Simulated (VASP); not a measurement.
# Ta (Im-3m) in VASP: further runs

Runs on Ta. Level: PBE+U. Tasks: single point.

Program: VASP 6.6.1. These are calculated values, not measurements. Logs are shortened: lines on timing, memory, paths and dates and some standing lists are left out, and cuts for length are marked.

**1. The cell of the first run**

Symmetry: Im-3m, No. 229, cubic system. Conventional cell: a = 3.272 Å, b = 3.272 Å, c = 3.272 Å, α = 90.00°, β = 90.00°, γ = 90.00°. Within 3.7 Å of Ta (site symmetry m-3m) lie 14 Ta at 2.83 to 3.27 Å.

**2. Single point, PBE+U, collinear spin, antiferromagnetic start**

INCAR

```
SYSTEM = Ta
PREC = Accurate
ENCUT = 500
EDIFF = 1E-6
ISMEAR = -1
SIGMA = 0.1
LREAL = .False.
LASPH = .True.
NELM = 200
ALGO = Normal
ISIF = 2
LWAVE = .False.
LCHARG = .False.
ISPIN = 2
MAGMOM = 0.25 -0.25
LORBIT = 11
NUPDOWN = 0.0
LMAXMIX = 4
LDAU = .True.
LDAUTYPE = 2
LDAUL = 2
LDAUU = 2.5
LDAUJ = 0
LDAUPRINT = 1
GGA = PE
NBANDS = 22
GGA_COMPAT = .False.
```

KPOINTS

```
Automatic mesh
0
Gamma
  3 3 3
  0 0 0
```

POSCAR

```
Ta
1.0
    3.2720350000      0.0000000000      0.0000000000
    0.0000000000      3.2720350000      0.0000000000
    0.0000000000      0.0000000000      3.2720350000
Ta
2
Direct
    0.0000000000      0.0000000000      0.0000000000
    0.5000000000      0.5000000000      0.5000000000
```

Potentials or basis: VASP PAW PBE potentials, release 64 (Ta_pv).

The run is started by

```bash
cat potpaw_PBE.64/Ta_pv/POTCAR > POTCAR
mpirun -np 1 vasp_std > vasp.out
```

OUTCAR:

```text
SYSTEM = Ta
   PREC = Accurate
   ENCUT = 500
   EDIFF = 1E-6
   ISMEAR = -1
   LREAL = .False.
   LASPH = .True.
   NELM = 200
   ISIF = 2
   ISPIN = 2
   LORBIT = 11
   NUPDOWN = 0.0
   GGA = PE

 ion  position               nearest neighbor table
   1  0.000  0.000  0.000-   2 2.83   2 2.83   2 2.83   2 2.83   2 2.83   2 2.83   2 2.83   2 2.83

   2  0.500  0.500  0.500-   1 2.83   1 2.83   1 2.83   1 2.83   1 2.83   1 2.83   1 2.83   1 2.83

  LATTYP: Found a simple cubic cell.
 ALAT       =     3.2720350000

  Lattice vectors:

 A1 = (   3.2720350000,   0.0000000000,   0.0000000000)
 A2 = (   0.0000000000,   3.2720350000,   0.0000000000)
 A3 = (   0.0000000000,   0.0000000000,   3.2720350000)

Analysis of symmetry for initial positions (statically):
=====================================================================
 Subroutine PRICEL returns following result:

  LATTYP: Found a body centered cubic cell.
 ALAT       =     3.2720350000
[... 12 lines left out ...]
 Subroutine GETGRP returns: Found 48 space group operations
 (whereof 48 operations were pure point group operations)
 out of a pool of 48 trial point group operations.

The static configuration has the point symmetry O_h .

Analysis of symmetry for dynamics (positions and initial velocities):
=====================================================================
 Subroutine PRICEL returns following result:

  LATTYP: Found a body centered cubic cell.
 ALAT       =     3.2720350000
[... 12 lines left out ...]
 Subroutine GETGRP returns: Found 48 space group operations
 (whereof 48 operations were pure point group operations)
 out of a pool of 48 trial point group operations.

The dynamic configuration has the point symmetry O_h .

Analysis of structural, dynamic, and magnetic symmetry:
=====================================================================
 Subroutine PRICEL returns following result:

  LATTYP: Found a body centered cubic cell.
 ALAT       =     3.2720350000
[... 12 lines left out ...]
 Subroutine GETGRP returns: Found 48 space group operations
 (whereof 48 operations were pure point group operations)
 out of a pool of 48 trial point group operations.

The overall configuration has the point symmetry O_h .

 Subroutine INISYM returns: Found 48 space group operations
 (whereof 48 operations are pure point group operations),
 and found     2 'primitive' translations

----------------------------------------------------------------------------------------

                                     Primitive cell

  volume of cell :      17.5156

  direct lattice vectors                    reciprocal lattice vectors
     1.636017500  1.636017500 -1.636017500     0.305620203  0.305620203  0.000000000
    -1.636017500  1.636017500  1.636017500    -0.000000000  0.305620203  0.305620203
     1.636017500 -1.636017500  1.636017500     0.305620203  0.000000000  0.305620203

  length of vectors
     2.833665432  2.833665432  2.833665432     0.432212236  0.432212236  0.432212236

  position of ions in fractional coordinates (direct lattice)
     0.000000000  0.000000000  0.000000000

  ion indices of the primitive-cell ions
   primitive index   ion index
                 1           1

----------------------------------------------------------------------------------------

 KPOINTS: Automatic mesh

Automatic generation of k-mesh.
 Grid dimensions read from file:
 generate k-points for:    3    3    3

 Generating k-lattice:

[... 108 lines left out ...]
  o =  0.1890  v =  0.0000  0.0000  0.0000  0.0000  0.0000  0.0000  0.0000 -0.9965 -0.0000 -0.0842      0.0000  0.0000  0.0000  0.0000  0.0000  0.0000  0.0000  0.0000  0.0000  0.0000
  o =  0.1890  v =  0.0000  0.0000  0.0000  0.0000  0.0000  0.0000 -0.0000 -0.0842 -0.0000  0.9965      0.0000  0.0000  0.0000  0.0000  0.0000  0.0000  0.0000  0.0000  0.0000  0.0000
  o =  0.2623  v =  1.0000  0.0000  0.0000  0.0000  0.0000  0.0000  0.0000  0.0000  0.0000  0.0000      0.0000  0.0000  0.0000  0.0000  0.0000  0.0000  0.0000  0.0000  0.0000  0.0000
  o =  0.2623  v =  0.0000  0.6826 -0.0000 -0.7308 -0.0000  0.0000  0.0000  0.0000  0.0000  0.0000      0.0000  0.0000  0.0000  0.0000  0.0000  0.0000  0.0000  0.0000  0.0000  0.0000
  o =  0.2623  v =  0.0000  0.7308  0.0000  0.6826 -0.0000  0.0000  0.0000  0.0000  0.0000  0.0000      0.0000  0.0000  0.0000  0.0000  0.0000  0.0000  0.0000  0.0000  0.0000  0.0000
  o =  0.2623  v =  0.0000  0.0000  0.0000  0.0000  0.0000  1.0000  0.0000  0.0000  0.0000  0.0000      0.0000  0.0000  0.0000  0.0000  0.0000  0.0000  0.0000  0.0000  0.0000  0.0000
  o =  0.2623  v =  0.0000  0.0000  0.0000  0.0000  0.0000  0.0000  0.2268  0.0000 -0.9739 -0.0000      0.0000  0.0000  0.0000  0.0000  0.0000  0.0000  0.0000  0.0000  0.0000  0.0000
  o =  0.2623  v =  0.0000  0.0000  0.0000  0.0000  0.0000  0.0000  0.9739  0.0000  0.2268 -0.0000      0.0000  0.0000  0.0000  0.0000  0.0000  0.0000  0.0000  0.0000  0.0000  0.0000

atom =   2  type =  1  l = 2

 onsite density matrix

spin component  1

  0.2623 -0.0000  0.0000 -0.0000  0.0000
 -0.0000  0.2623  0.0000  0.0000 -0.0000
  0.0000  0.0000  0.1890 -0.0000 -0.0000
 -0.0000  0.0000 -0.0000  0.2623 -0.0000
  0.0000 -0.0000 -0.0000 -0.0000  0.1890

spin component  2

  0.2623 -0.0000  0.0000 -0.0000 -0.0000
 -0.0000  0.2623  0.0000  0.0000 -0.0000
  0.0000  0.0000  0.1889 -0.0000 -0.0000
 -0.0000  0.0000 -0.0000  0.2623 -0.0000
 -0.0000 -0.0000 -0.0000 -0.0000  0.1889

 occupancies and eigenvectors

  o =  0.1889  v =  0.0000  0.0000  0.0000  0.0000  0.0000  0.0000  0.0000 -0.0422 -0.0000 -0.9991      0.0000  0.0000  0.0000  0.0000  0.0000  0.0000  0.0000  0.0000  0.0000  0.0000
  o =  0.1889  v =  0.0000  0.0000  0.0000  0.0000  0.0000  0.0000 -0.0000  0.9991 -0.0000 -0.0422      0.0000  0.0000  0.0000  0.0000  0.0000  0.0000  0.0000  0.0000  0.0000  0.0000
  o =  0.1890  v =  0.0000  0.0000  0.0540 -0.0000  0.9985  0.0000  0.0000  0.0000  0.0000  0.0000      0.0000  0.0000  0.0000  0.0000  0.0000  0.0000  0.0000  0.0000  0.0000  0.0000
  o =  0.1890  v =  0.0000 -0.0000  0.9985  0.0000 -0.0540  0.0000  0.0000  0.0000  0.0000  0.0000      0.0000  0.0000  0.0000  0.0000  0.0000  0.0000  0.0000  0.0000  0.0000  0.0000
  o =  0.2623  v =  0.0000  0.0000  0.0000  0.0000  0.0000  1.0000  0.0000  0.0000  0.0000  0.0000      0.0000  0.0000  0.0000  0.0000  0.0000  0.0000  0.0000  0.0000  0.0000  0.0000
  o =  0.2623  v =  0.0000  0.0000  0.0000  0.0000  0.0000  0.0000  0.8190  0.0000 -0.5738  0.0000      0.0000  0.0000  0.0000  0.0000  0.0000  0.0000  0.0000  0.0000  0.0000  0.0000
  o =  0.2623  v =  0.0000  0.0000  0.0000  0.0000  0.0000  0.0000  0.5738  0.0000  0.8190  0.0000      0.0000  0.0000  0.0000  0.0000  0.0000  0.0000  0.0000  0.0000  0.0000  0.0000
  o =  0.2623  v =  1.0000  0.0000  0.0000  0.0000  0.0000  0.0000  0.0000  0.0000  0.0000  0.0000      0.0000  0.0000  0.0000  0.0000  0.0000  0.0000  0.0000  0.0000  0.0000  0.0000
  o =  0.2623  v =  0.0000 -0.7168 -0.0000 -0.6972  0.0000  0.0000  0.0000  0.0000  0.0000  0.0000      0.0000  0.0000  0.0000  0.0000  0.0000  0.0000  0.0000  0.0000  0.0000  0.0000
  o =  0.2623  v =  0.0000  0.6972  0.0000 -0.7168 -0.0000  0.0000  0.0000  0.0000  0.0000  0.0000      0.0000  0.0000  0.0000  0.0000  0.0000  0.0000  0.0000  0.0000  0.0000  0.0000

 number of electron      22.0000012 magnetization      -0.0000000

 Free energy of the ion-electron system (eV)
  ---------------------------------------------------
  ext. energy  EPLUGINS =         0.00000000
  ---------------------------------------------------
  free energy    TOTEN  =       -18.99209779 eV

  energy without entropy =      -18.90837417  energy(sigma->0) =      -18.95023598

 E-fermi :   5.9840     XC(G=0): -12.7923

 val. band max:        5.9578440708   @ k =   0.3333   0.3333   0.0000
 cond. band min:       6.7801610191   @ k =   0.3333   0.0000   0.0000
 fundamental gap:      0.8223169484
 Fermi energy:         5.9839765822

 spin component 1

 k-point     1 :       0.0000    0.0000    0.0000
  band No.  band energies     occupation
      1     -28.3414      1.00000
      2     -28.3414      1.00000
      3     -28.3414      1.00000
      4     -27.4592      1.00000
      5     -27.4592      1.00000
      6     -27.4592      1.00000
[... 89 lines left out ...]
     21      18.3823      0.00000
     22      20.1974      0.00000
 Fermi energy:         5.9839765822

 spin component 2

 k-point     1 :       0.0000    0.0000    0.0000
  band No.  band energies     occupation
      1     -28.3414      1.00000
      2     -28.3414      1.00000
      3     -28.3414      1.00000
      4     -27.4592      1.00000
      5     -27.4592      1.00000
      6     -27.4592      1.00000
[... 89 lines left out ...]
     21      18.3823      0.00000
     22      20.1974      0.00000

------------------------ aborting loop because EDIFF is reached ----------------------------------------

  FORCE on cell =-STRESS in cart. coord.  units (eV):
  Direction    XX          YY          ZZ          XY          YZ          ZX
  --------------------------------------------------------------------------------------
  -------------------------------------------------------------------------------------
  Total        5.3273553      5.3273553      5.3273553      0.0000000      0.0000000     -0.0000000
  in kB      243.6511264    243.6511264    243.6511264      0.0000000      0.0000000     -0.0000000
  external PRESSURE =     243.6511264 kB  Pullay stress =       0.0000000 kB

 VOLUME and BASIS-vectors are now :
 -----------------------------------------------------------------------------
  energy-cutoff  :      500.00
  volume of cell :       35.03
      direct lattice vectors                 reciprocal lattice vectors
     3.272035000  0.000000000  0.000000000     0.305620203  0.000000000  0.000000000
     0.000000000  3.272035000  0.000000000     0.000000000  0.305620203  0.000000000
     0.000000000  0.000000000  3.272035000     0.000000000  0.000000000  0.305620203

 POSITION                                       TOTAL-FORCE (eV/Angst)
 -----------------------------------------------------------------------------------
      0.00000      0.00000      0.00000        -0.000000     -0.000000     -0.000000
      1.63602      1.63602      1.63602         0.000000      0.000000      0.000000
 -----------------------------------------------------------------------------------
    total drift:                                0.000000      0.000000     -0.000000

  FREE ENERGIE OF THE ION-ELECTRON SYSTEM (eV)
  ---------------------------------------------------
  free  energy   TOTEN  =       -18.9920977921 eV

  energy  without entropy=      -18.9083741701  energy(sigma->0) =      -18.95023598

 total charge

# of ion       s       p       d       tot
------------------------------------------
    1        0.388   6.235   2.285   8.908
    2        0.388   6.235   2.285   8.908
--------------------------------------------------
tot          0.776  12.470   4.570  17.816

 magnetization (x)

# of ion       s       p       d       tot
------------------------------------------
    1        0.000   0.000  -0.000  -0.000
    2       -0.000  -0.000   0.000   0.000
--------------------------------------------------
tot          0.000   0.000   0.000   0.000
```

Run time: 27 s. Hardware: 1 thread of Intel Xeon 8259CL, shared host; peak memory 0.14 GiB.

Results:

* Free energy: -18.9921 eV
* Pressure: 24.4 GPa
* Net moment: 0.00 μB per cell
* Valence electrons inside the program's atomic spheres: Ta 8.91

Eigenvalues of the final occupation matrices:
```csv
site,spin,trace,eigenvalues
site 1 d,1,1.16,0.19 0.19 0.26 0.26 0.26
site 1 d,2,1.16,0.19 0.19 0.26 0.26 0.26
site 2 d,1,1.16,0.19 0.19 0.26 0.26 0.26
site 2 d,2,1.16,0.19 0.19 0.26 0.26 0.26
```

Caveat: the k points lie up to 0.64 Å⁻¹ apart; spin-orbit coupling is left out, which moves the levels of the heavy elements; the total moment is fixed, so each spin has its own Fermi level; the U is typed as a test and isn't derived for this compound. The state reached can hang on the start; a lower one may exist.

**3. Single point, PBE+U, collinear spin, antiferromagnetic start**

INCAR

```
  ALGO = Normal
  EDIFF = 1E-6
  ENCUT = 500
  GGA = PE
  GGA_COMPAT = False
  ISIF = 2
  ISMEAR = -1
  ISPIN = 2
  LASPH = True
  LCHARG = False
  LDAU = True
  LDAUJ = 0
  LDAUL = 2
  LDAUPRINT = 1
  LDAUTYPE = 2
  LDAUU = 2.5
  LMAXMIX = 4
  LORBIT = 11
  LREAL = False
  LWAVE = False
  MAGMOM = 0.25 -0.25
  NBANDS = 22
  NELM = 200
  NUPDOWN = 0.0
  PREC = Accurate
  SIGMA = 0.1
```

KPOINTS

```
k-points
0
Gamma
  3 3 3
```

POSCAR is that of step 2.

Potentials or basis: VASP PAW PBE potentials, release 64 (Ta_pv).

The run is started by

```bash
cat potpaw_PBE.64/Ta_pv/POTCAR > POTCAR
mpirun -np 1 vasp_std > vasp.out
```

Wall time 28 s (1 thread of Intel Xeon 8259CL, shared host); peak memory 0.14 GiB.

The run converged. Its results:

* Free energy: -18.9921 eV
* Pressure: 24.4 GPa
* Net moment: 0.00 μB per cell
* Valence electrons inside the program's atomic spheres: Ta 8.91

Eigenvalues of the final occupation matrices:
```tsv
site	spin	trace	eigenvalues
site 1 d	1	1.16	0.19 0.19 0.26 0.26 0.26
site 1 d	2	1.16	0.19 0.19 0.26 0.26 0.26
site 2 d	1	1.16	0.19 0.19 0.26 0.26 0.26
site 2 d	2	1.16	0.19 0.19 0.26 0.26 0.26
```

Caveat: the k points lie up to 0.64 Å⁻¹ apart; spin-orbit coupling is left out, which moves the levels of the heavy elements; the total moment is fixed, so each spin has its own Fermi level; the U is typed as a test and isn't derived for this compound. The state reached can hang on the start; a lower one may exist.
